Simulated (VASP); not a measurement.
Crystal: PtSe.

```xyz
2
Lattice="3.7019 0.0000 0.0000 -1.8509 3.2059 0.0000 0.0000 0.0000 3.6128" Properties=species:S:1:pos:R:3 pbc="T T T"
Pt    0.0000    0.0000    0.0000
Se    1.8509    1.0686    1.8064
```

- Program: VASP 6.6.1
- Task: relaxation of cell and atoms
- Functional: revPBE
- Potentials or basis: VASP PAW PBE potentials, release 64 (Pt, Se)
- Cutoff: 600 eV
- k mesh: 8 × 8 × 7
- Occupations: fermi-dirac, width 0.05 eV
- Spin: no spin polarisation

At the start: pressure -9.8 GPa; volume 21.44 Å³/atom.

Problem. How do energy, volume and symmetry change on relaxing?

Solution. Over 11 steps the energy falls by 92.4 meV/atom and the volume is 19.56 Å³/atom (-8.7 %); space group P-6m2 (No. 187, to 0.05 Å).

The path:
```
step  energy change (eV)  largest force (eV/Å)  pressure (GPa)  volume (Å³)
   1              0.0000                0.0000           -9.83        42.88
   2             -0.0317                0.0000           13.86        35.21
   3             -0.1603                0.0000            0.05        38.50
   4             -0.1604                0.0000            0.34        38.42
   5             -0.1644                0.0000            0.30        38.50
   6             -0.1742                0.0000            0.19        38.72
   7             -0.1848                0.0000            0.16        39.06
   8             -0.1848                0.0000            0.19        39.09
   9             -0.1849                0.0000            0.18        39.07
  10             -0.1843                0.0000           -0.72        39.39
  11             -0.1849                0.0000            0.01        39.13
```

Final structure:
```
CELL_PARAMETERS angstrom
3.76507 0.00000 0.00000
-1.88254 3.26065 0.00000
0.00000 0.00000 3.18713
ATOMIC_POSITIONS crystal
Pt 0.00000 0.00000 0.00000
Se 0.66667 0.33333 0.50000
```

Caveat: the PAW data sets were made with another functional, which shifts forces and pressure a little.
